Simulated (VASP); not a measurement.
# NiO (Fm-3m) in VASP: settings compared, part 2 of 3

VASP 6.6.1. Earlier steps stand in the parts before.

## Step 4: Single point, PBE+D3(BJ)+U, collinear spin, ferromagnetic start

This run uses another cell than the first one, of 9.59 Å³/atom.

The input, INCAR:

```
SYSTEM = NiO
PREC = Accurate ; ENCUT = 520
EDIFF = 1E-7 ; ISMEAR = 0
SIGMA = 0.1 ; LREAL = .FALSE.
LASPH = .TRUE. ; NELM = 150
ALGO = Normal ; ISIF = 2
LWAVE = .FALSE. ; LCHARG = .FALSE.
ISPIN = 2 ; MAGMOM = -0.97 0
LORBIT = 11 ; LMAXMIX = 4
LDAU = .TRUE. ; LDAUTYPE = 2
LDAUL = 2 -1 ; LDAUU = 8 0
LDAUJ = 0 0 ; LDAUPRINT = 1
GGA = PE ; IVDW = 12
NBANDS = 19
```

The input, KPOINTS:

```
Automatic mesh
0
G
  11 11 11
  0 0 0
```

The input, POSCAR:

```
NiO
1.0
    0.0000000000      2.1247267302      2.1247267302
    2.1247267302      0.0000000000      2.1247267302
    2.1247267302      2.1247267302      0.0000000000
Ni O
1 1
Direct
    0.0000000000      0.0000000000      0.0000000000
    0.5000000000      0.5000000000      0.5000000000
```

Potentials or basis: VASP PAW PBE potentials, release 64 (Ni, O).

Command:

```bash
$ cat potpaw_PBE.64/Ni/POTCAR potpaw_PBE.64/O/POTCAR > POTCAR
$ mpirun -np 1 vasp_std > vasp.out
```

OUTCAR:

```text
SYSTEM = NiO
   PREC = Accurate
   ENCUT = 520
   EDIFF = 1E-7
   ISMEAR = 0
   LREAL = .FALSE.
   LASPH = .TRUE.
   NELM = 150
   ISIF = 2
   ISPIN = 2
   LORBIT = 11
   GGA = PE
   IVDW = 12
 IVDW          = 12

 ion  position               nearest neighbor table
   1  0.000  0.000  0.000-   2 2.12   2 2.12   2 2.12   2 2.12   2 2.12   2 2.12
   2  0.500  0.500  0.500-   1 2.12   1 2.12   1 2.12   1 2.12   1 2.12   1 2.12

  LATTYP: Found a face centered cubic cell.
 ALAT       =     4.2494534604

  Lattice vectors:

 A1 = (   0.0000000000,   2.1247267302,   2.1247267302)
 A2 = (   2.1247267302,   0.0000000000,   2.1247267302)
 A3 = (   2.1247267302,   2.1247267302,   0.0000000000)

Analysis of symmetry for initial positions (statically):
=====================================================================
 Subroutine PRICEL returns:
 Original cell was already a primitive cell.

 Routine SETGRP: Setting up the symmetry group for a
 face centered cubic supercell.

[... 233 lines left out ...]
      6       5.2182      1.00000
[... 1049 lines left out ...]
     18      35.0525      0.00000
     19      36.3544      0.00000

 [... further k-points ...]

------------------------ aborting loop because EDIFF is reached ----------------------------------------

 Edisp (eV)   -0.50854

 E8    (eV) :    -0.1933

  FORCE on cell =-STRESS in cart. coord.  units (eV):
  Direction    XX          YY          ZZ          XY          YZ          ZX
  --------------------------------------------------------------------------------------
  -------------------------------------------------------------------------------------
  Total      -1.44468    -1.44468    -1.44468     0.00000    -0.00000     0.00000
  in kB    -120.65416  -120.65416  -120.65416     0.00000    -0.00000     0.00000
  external pressure =     -120.65 kB  Pullay stress =        0.00 kB

 VOLUME and BASIS-vectors are now :
 -----------------------------------------------------------------------------
  energy-cutoff  :      520.00
  volume of cell :       19.18
      direct lattice vectors                 reciprocal lattice vectors
     0.000000000  2.124726730  2.124726730    -0.235324380  0.235324380  0.235324380
     2.124726730  0.000000000  2.124726730     0.235324380 -0.235324380  0.235324380
     2.124726730  2.124726730  0.000000000     0.235324380  0.235324380 -0.235324380

 POSITION                                       TOTAL-FORCE (eV/Angst)
 -----------------------------------------------------------------------------------
      0.00000      0.00000      0.00000        -0.000000     -0.000000      0.000000
      2.12473      2.12473      2.12473         0.000000      0.000000      0.000000
 -----------------------------------------------------------------------------------
    total drift:                                0.000000     -0.000000     -0.000000

  FREE ENERGIE OF THE ION-ELECTRON SYSTEM (eV)
  ---------------------------------------------------
  free  energy   TOTEN  =       -10.4541589532 eV

  energy  without entropy=      -10.4541589532  energy(sigma->0) =      -10.45415895

 total charge

# of ion       s       p       d       tot
------------------------------------------
    1        0.331   0.391   8.196   8.918
    2        1.547   3.463   0.000   5.010
--------------------------------------------------
tot          1.878   3.854   8.196  13.927

 magnetization (x)

# of ion       s       p       d       tot
------------------------------------------
    1       -0.012  -0.012  -1.860  -1.883
    2       -0.012  -0.109   0.000  -0.122
--------------------------------------------------
tot         -0.024  -0.121  -1.860  -2.005
```

OSZICAR:

```text
N       E                     dE             d eps       ncg     rms          rms(c)
DAV:   1     0.889139550433E+02    0.88914E+02   -0.71181E+03  4571   0.105E+03
DAV:   2    -0.183647822652E+01   -0.90750E+02   -0.78978E+02  4401   0.232E+02
DAV:   3    -0.782434350809E+01   -0.59879E+01   -0.57910E+01  4850   0.601E+01
DAV:   4    -0.788242776466E+01   -0.58084E-01   -0.58036E-01  4602   0.589E+00
DAV:   5    -0.788306899230E+01   -0.64123E-03   -0.64119E-03  4701   0.595E-01    0.163E+01
DAV:   6    -0.907686368821E+01   -0.11938E+01   -0.14085E+01  4680   0.684E+01    0.210E+01
DAV:   7    -0.949607002709E+01   -0.41921E+00   -0.10360E+00  4559   0.164E+01    0.103E+01
DAV:   8    -0.975635528019E+01   -0.26029E+00   -0.11753E-01  5148   0.399E+00    0.571E+00
DAV:   9    -0.993473026198E+01   -0.17837E+00   -0.89219E-02  4742   0.713E+00    0.669E-01
DAV:  10    -0.994426726777E+01   -0.95370E-02   -0.26697E-02  4888   0.209E+00    0.587E-01
DAV:  11    -0.994509604934E+01   -0.82878E-03   -0.37225E-03  4724   0.730E-01    0.196E-01
DAV:  12    -0.994554358912E+01   -0.44754E-03   -0.20409E-04  4521   0.408E-01    0.624E-02
DAV:  13    -0.994561391709E+01   -0.70328E-04   -0.74413E-05  4980   0.184E-01    0.312E-02
DAV:  14    -0.994562253934E+01   -0.86222E-05   -0.39882E-05  4765   0.455E-02    0.136E-02
DAV:  15    -0.994562283930E+01   -0.29997E-06   -0.82185E-07  4897   0.988E-03    0.612E-03
DAV:  16    -0.994562299981E+01   -0.16051E-06   -0.27085E-07  4486   0.973E-03    0.465E-03
DAV:  17    -0.994562305502E+01   -0.55201E-07   -0.12573E-07  3690   0.321E-03
   1 F= -.10454159E+02 E0= -.10454159E+02  d E =-.552536E-14  mag=    -2.0000
```

Wall time 16 s (1 thread of Intel Xeon 6975P-C (Granite Rapids), shared host); peak memory 0.17 GiB.

Results:

```
Free energy                                           : -10.4542 eV
Pressure                                              : -12.1 GPa
Band gap on the k mesh                                : 2.71 eV (least direct gap 3.33 eV)
Net moment                                            : -2.00 μB per cell
Site moments                                          : Ni -1.88; O -0.12 μB
Valence electrons inside the program's atomic spheres : Ni 8.92; O 5.01
Dispersion energy per atom                            : -0.254 eV
```

Levels at points of the mesh, in eV from the valence-band top:
Spin up:
```
           k point  band 5  band 6  band 7  band 8  band 9  band 10
(0.00, 0.00, 0.00)   -0.63   -0.63   -0.63    3.04    3.57     3.57
```
Spin down:
| k point | band 7 | band 8 | band 9 | band 10 | band 11 | band 12 |
| --- | --- | --- | --- | --- | --- | --- |
| (0.00, 0.00, 0.00) | -0.88 | -0.88 | -0.88 | 2.71 | 17.17 | 17.17 |

Eigenvalues of the final occupation matrices:
```
    site  spin  trace               eigenvalues
site 1 d     1   3.18  0.11 0.11 0.99 0.99 0.99
site 1 d     2   5.04  0.99 0.99 0.99 1.04 1.04
```

Caveat: the cell stands under tension; an odd mesh through Γ misses points on the zone boundary, where band edges can lie; a cell with one magnetic atom can't hold antiferromagnetic order, which such compounds often take. The state reached can hang on the start; a lower one may exist.

[end of part 2 of 3]
